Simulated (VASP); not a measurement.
# Mg (Fm-3m) in VASP: density of states with PBEsol

Aim: the density of states of Mg with PBEsol.

Everything below comes from runs of VASP 6.6.1. Logs are shortened: lines on timing, memory, paths and dates and some standing lists are left out, and cuts for length are marked.

## (1) The cell of the first run

It takes space group Fm-3m (No. 225, cubic). Conventional cell: a = 4.489 Å, b = 4.489 Å, c = 4.489 Å, α = 90.00°, β = 90.00°, γ = 90.00°. Within 4.2 Å of Mg (site symmetry m-3m) lie 12 Mg at 3.17 Å.

## (2) Density of states, PBEsol

Contents of POSCAR:

```
Mg
1.0
    0.0000000000      2.2442560000      2.2442560000
    2.2442560000      0.0000000000      2.2442560000
    2.2442560000      2.2442560000      0.0000000000
Mg
1
Direct
    0.0000000000      0.0000000000      0.0000000000
```

Contents of INCAR.step1:

```
PREC = Accurate
ENCUT = 520
EDIFF = 1E-7
ISMEAR = 1
SIGMA = 0.05
LREAL = False
LASPH = True
NELM = 60
ALGO = Fast
ISIF = 2
LWAVE = False
LCHARG = True
GGA = PS
NBANDS = 7
```

Contents of KPOINTS.step1:

```
regular mesh
0
Gamma
  10 10 10
```

Contents of INCAR.step2:

```
PREC = Accurate
ENCUT = 520
EDIFF = 1E-7
ISMEAR = -5
SIGMA = 0.05
LREAL = False
LASPH = True
NELM = 60
ALGO = Fast
ISIF = 2
LWAVE = False
LCHARG = False
GGA = PS
LORBIT = 11
NBANDS = 7
NEDOS = 2001
ICHARG = 11
```

Contents of KPOINTS.step2:

```
regular mesh
0
Gamma
  15 15 15
```

Potentials or basis: VASP PAW PBE potentials, release 64 (Mg).

The run is started by

```sh
$ cat potpaw_PBE.64/Mg/POTCAR > POTCAR
$ cp INCAR.step1 INCAR
$ cp KPOINTS.step1 KPOINTS
$ mpirun -np 1 vasp_std > vasp.out
$ cp INCAR.step2 INCAR
$ cp KPOINTS.step2 KPOINTS
$ mpirun -np 1 vasp_std > vasp.out
```

OUTCAR:

```text
PREC = Accurate
   ENCUT = 520
   EDIFF = 1E-7
   ISMEAR = -5
   LREAL = False
   LASPH = True
   NELM = 60
   ISIF = 2
   GGA = PS
   LORBIT = 11
   ICHARG = 11

 ion  position               nearest neighbor table
   1  0.000  0.000  0.000-

  LATTYP: Found a face centered cubic cell.
 ALAT       =     4.4885120000

  Lattice vectors:

 A1 = (   0.0000000000,   2.2442560000,   2.2442560000)
 A2 = (   2.2442560000,   0.0000000000,   2.2442560000)
 A3 = (   2.2442560000,   2.2442560000,   0.0000000000)

Analysis of symmetry for initial positions (statically):
=====================================================================
 Subroutine PRICEL returns:
 Original cell was already a primitive cell.

 Routine SETGRP: Setting up the symmetry group for a
 face centered cubic supercell.

 Subroutine GETGRP returns: Found 48 space group operations
 (whereof 48 operations were pure point group operations)
 out of a pool of 48 trial point group operations.

The static configuration has the point symmetry O_h .

Analysis of symmetry for dynamics (positions and initial velocities):
=====================================================================
 Subroutine PRICEL returns:
 Original cell was already a primitive cell.

 Routine SETGRP: Setting up the symmetry group for a
 face centered cubic supercell.

 Subroutine GETGRP returns: Found 48 space group operations
 (whereof 48 operations were pure point group operations)
 out of a pool of 48 trial point group operations.

The dynamic configuration has the point symmetry O_h .

 Subroutine INISYM returns: Found 48 space group operations
 (whereof 48 operations are pure point group operations),
 and found     1 'primitive' translations

----------------------------------------------------------------------------------------

                                     Primitive cell

  volume of cell :      22.6072

  direct lattice vectors                    reciprocal lattice vectors
     0.000000000  2.244256000  2.244256000    -0.222790983  0.222790983  0.222790983
     2.244256000  0.000000000  2.244256000     0.222790983 -0.222790983  0.222790983
     2.244256000  2.244256000  0.000000000     0.222790983  0.222790983 -0.222790983

  length of vectors
     3.173857273  3.173857273  3.173857273     0.385885302  0.385885302  0.385885302

  position of ions in fractional coordinates (direct lattice)
     0.000000000  0.000000000  0.000000000

  ion indices of the primitive-cell ions
   primitive index   ion index
                 1           1

----------------------------------------------------------------------------------------

 KPOINTS: regular mesh

Automatic generation of k-mesh.
 Grid dimensions read from file:
 generate k-points for:   15   15   15

 Generating k-lattice:

  Cartesian coordinates                     Fractional coordinates (reciprocal lattice)
    -0.014852732  0.014852732  0.014852732     0.066666667  0.000000000  0.000000000
     0.014852732 -0.014852732  0.014852732     0.000000000  0.066666667  0.000000000
     0.014852732  0.014852732 -0.014852732     0.000000000  0.000000000  0.066666667

  Length of vectors
     0.025725687  0.025725687  0.025725687

  Shift w.r.t. Gamma in fractional coordinates (k-lattice)
     0.000000000  0.000000000  0.000000000

 TETIRR: Found    484 inequivalent tetrahedra from    20250

 Subroutine IBZKPT returns following result:
 ===========================================

 Found    120 irreducible k-points:

 Following reciprocal coordinates:
            Coordinates               Weight
  0.000000  0.000000  0.000000      1.000000
  0.066667  0.000000  0.000000      8.000000
  0.133333  0.000000  0.000000      8.000000
  0.200000  0.000000  0.000000      8.000000
  0.266667  0.000000  0.000000      8.000000
  0.333333  0.000000  0.000000      8.000000
[... 16 lines left out ...]
  0.133333  0.133333  0.000000      6.000000
  0.200000  0.133333  0.000000     24.000000
 [... further k-points ...]
   k-points           NKPTS =    120   k-points in BZ     NKDIM =    120   number of bands    NBANDS=      7
   number of dos      NEDOS =   2001   number of ions     NIONS =      1
   total plane-waves  NPLWV =  13824
   dimension x,y,z NGX =    24 NGY =   24 NGZ =   24
   dimension x,y,z NGXF=    48 NGYF=   48 NGZF=   48
   ions per type =               1
   NGX,Y,Z   is equivalent  to a cutoff of  12.57, 12.57, 12.57 a.u.
   NGXF,Y,Z  is equivalent  to a cutoff of  25.14, 25.14, 25.14 a.u.
 SYSTEM =  unknown system
   PREC   = accura    normal or accurate (medium, high low for compatibility)
   ISTART =      0    job   : 0-new  1-cont  2-samecut
   ICHARG =     11    charge: 1-file 2-atom 10-const
   ISPIN  =      1    spin polarized calculation?
   LNONCOLLINEAR =      F non collinear calculations
   LSORBIT =      F    spin-orbit coupling
   LASPH  =      T    aspherical Exc in radial PAW
   ENCUT  =  520.0 eV  38.22 Ry    6.18 a.u.   5.90  5.90  5.90*2*pi/ulx,y,z
   NELM   =     60;   NELMIN=  2; NELMDL=  0     # of ELM steps
   EDIFF  = 0.1E-06   stopping-criterion for ELM
   LREAL  =      F    real-space projection
   EDIFFG = 0.1E-05   stopping-criterion for IOM
   NSW    =      0    number of steps for IOM
   IBRION =     -1    ionic relax: 0-MD 1-quasi-New 2-CG
   NFREE  =      0    steps in history (QN), initial steepest desc. (CG)
   ISIF   =      2    stress and relaxation
   ISYM   =      2    0-nonsym 1-usesym 2-fastsym
   POTIM  = 0.5000    time-step for ionic-motion
   TEBEG  =    0.0;   TEEND  =   0.0 temperature during run
   PSTRESS=    0.0 pullay stress
   NELECT =       2.0000    total number of electrons
   NUPDOWN=      -1.0000    fix difference up-down
   EMIN   =  10.00;   EMAX   =-10.00  energy-range for DOS
   EFERMI =   0.00;   METHOD = LEGACY
   ISMEAR =    -5;   SIGMA  =   0.05  broadening in eV -4-tet -1-fermi 0-gaus
   EFERMI_NEDOS =   21; number of points for ismear=-14 and -15
   IALGO  =     68    algorithm
   IMIX   =      4    mixing-type and parameters
     AMIX     =   0.40;   BMIX     =  1.00
     AMIX_MAG =   1.60;   BMIX_MAG =  1.00
  volume/ion in A,a.u.               =      22.61       152.56
  Fermi-wavevector in a.u.,A,eV,Ry     =   0.729462  1.378483  7.239854  0.532114
  Thomas-Fermi vector in A             =   1.821189
   LORBIT       =     11    0 simple, 1 ext, 2 COOP (PROOUT), +10 PAW based schemes
   GGA     = PS    functional components
   LHFCALC =     F    Hartree Fock is set to
   AEXX    =    0.0000 exact exchange contribution
   IVDW    =     0    specifies the selected vdW correction
   LEPSILON=     F    determine dielectric tensor
   LRPA    =     F    only Hartree local field effects (RPA)
 non-spin polarized calculation
 RMM-DIIS sequential band-by-band and
 Fermi weights with tetrahedron method with Bloechl corrections
  energy-cutoff  :      520.00
  volume of cell :       22.61
 maximum number of plane-waves:       620

 number of electron       2.0000000 magnetization

 Free energy of the ion-electron system (eV)
  ---------------------------------------------------
  ext. energy  EPLUGINS =         0.00000000
  ---------------------------------------------------
  free energy    TOTEN  =        -1.71021362 eV

  energy without entropy =       -1.71021362  energy(sigma->0) =       -1.71021362

 E-fermi :   2.6416     XC(G=0):  -8.5826

 val. band max:        2.7332265504   @ k =  -0.4000   0.4667   0.0667
 cond. band min:       2.5696225746   @ k =  -0.4000   0.2667   0.0667
 fundamental gap:     -0.1636039757
 Fermi energy:         2.6415846476

 k-point     1 :       0.0000    0.0000    0.0000
  band No.  band energies     occupation
      1      -4.3244      2.00000
      2      15.1002      0.00000
      3      15.1002      0.00000
      4      15.1002      0.00000
      5      17.1167      0.00000
      6      17.1167      0.00000
      7      17.1167      0.00000

 k-point     2 :       0.0667    0.0000    0.0000
  band No.  band energies     occupation
      1      -4.2246      2.00000
      2      13.5719      0.00000
      3      14.8761      0.00000
      4      14.8761      0.00000
      5      17.1210      0.00000
      6      17.5088      0.00000
      7      17.5088      0.00000

 k-point     3 :       0.1333    0.0000    0.0000
  band No.  band energies     occupation
      1      -3.9257      2.00000
      2      11.3666      0.00000
      3      14.4729      0.00000
      4      14.4729      0.00000
      5      16.8209      0.00000
      6      18.4133      0.00000
      7      18.4133      0.00000

 k-point     4 :       0.2000    0.0000    0.0000
  band No.  band energies     occupation
      1      -3.4296      2.00000
      2       9.1996      0.00000
      3      14.1260      0.00000
      4      14.1260      0.00000
      5      16.5009      0.00000
      6      18.0458      0.00000
      7      18.0459      0.00000

 k-point     5 :       0.2667    0.0000    0.0000
  band No.  band energies     occupation
      1      -2.7395      2.00000
      2       7.1495      0.00000
      3      13.9012      0.00000
      4      13.9012      0.00000
      5      16.2691      0.00000
      6      16.9922      0.00000
      7      16.9922      0.00000

 k-point     6 :       0.3333    0.0000    0.0000
  band No.  band energies     occupation
      1      -1.8597      2.00000
      2       5.2420      0.00000
      3      13.8141      0.00000
      4      13.8141      0.00000
      5      16.1018      0.00000
      6      16.1018      0.00000
      7      16.1687      0.00000

 k-point     7 :       0.4000    0.0000    0.0000
  band No.  band energies     occupation
      1      -0.7967      2.00000
      2       3.4915     -0.12239
      3      13.8568      0.00000
      4      13.8568      0.00000
      5      15.4018      0.00000
      6      15.4018      0.00000
      7      16.1956      0.00000
[... 121 lines left out ...]
 k-point    20 :      -0.2000    0.0667    0.0000
  band No.  band energies     occupation
      1      -3.1332      2.00000
      2       8.5590      0.00000
      3      12.3124      0.00000
      4      15.1673      0.00000
      5      16.6415      0.00000
      6      17.1069      0.00000
      7      17.9294      0.00000

 k-point    21 :      -0.1333    0.0667    0.0000
  band No.  band energies     occupation
      1      -3.6938      2.00000
      2      10.6471      0.00000
      3      12.7077      0.00000
      4      15.3718      0.00000
      5      17.3946      0.00000
      6      17.7637      0.00000
      7      17.9472      0.00000

 k-point    22 :      -0.0667    0.0667    0.0000
  band No.  band energies     occupation
      1      -4.0584      2.00000
      2      12.5842      0.00000
      3      13.4558      0.00000
      4      15.3589      0.00000
      5      17.3055      0.00000
      6      17.4858      0.00000
      7      18.1440      0.00000

 k-point    23 :       0.1333    0.1333    0.0000
  band No.  band energies     occupation
      1      -3.7931      2.00000
      2      12.6733      0.00000
      3      12.9955      0.00000
      4      12.9955      0.00000
      5      15.5295      0.00000
      6      16.8425      0.00000
      7      20.0903      0.00000

 k-point    24 :       0.2000    0.1333    0.0000
  band No.  band energies     occupation
      1      -3.4295      2.00000
      2      10.8185      0.00000
      3      12.4837      0.00000
      4      13.1476      0.00000
      5      14.9257      0.00000
      6      16.1865      0.00000
      7      20.2132      0.00000

 [... further k-points ...]
[... 5 lines left out ...]
  --------------------------------------------------------------------------------------
  -------------------------------------------------------------------------------------
  Total       -0.0068569     -0.0068569     -0.0068569      0.0000000     -0.0000000      0.0000000
  in kB       -0.4859499     -0.4859499     -0.4859499      0.0000000     -0.0000000      0.0000000
  external PRESSURE =      -0.4859499 kB  Pullay stress =       0.0000000 kB

 VOLUME and BASIS-vectors are now :
 -----------------------------------------------------------------------------
  energy-cutoff  :      520.00
  volume of cell :       22.61
      direct lattice vectors                 reciprocal lattice vectors
     0.000000000  2.244256000  2.244256000    -0.222790983  0.222790983  0.222790983
     2.244256000  0.000000000  2.244256000     0.222790983 -0.222790983  0.222790983
     2.244256000  2.244256000  0.000000000     0.222790983  0.222790983 -0.222790983

 POSITION                                       TOTAL-FORCE (eV/Angst)
 -----------------------------------------------------------------------------------
      0.00000      0.00000      0.00000        -0.000000     -0.000000     -0.000000
 -----------------------------------------------------------------------------------
    total drift:                               -0.000000      0.000000      0.000000

  FREE ENERGIE OF THE ION-ELECTRON SYSTEM (eV)
  ---------------------------------------------------
  free  energy   TOTEN  =        -1.7102136179 eV

  energy  without entropy=       -1.7102136179  energy(sigma->0) =       -1.71021362

 total charge

# of ion       s       p       d       tot
------------------------------------------
    1        0.211   0.128   0.012   0.350
```

It took 29 s on 1 thread of Intel Xeon 8259CL, shared host; peak memory 0.14 GiB.

What came out:

```yaml
Valence_electrons_inside_the_program's_atomic_spheres: Mg 0.35
```

Caveat: the PAW data sets were made with another functional, which shifts forces and pressure a little; tetrahedron occupations give inexact forces and stress in metals.
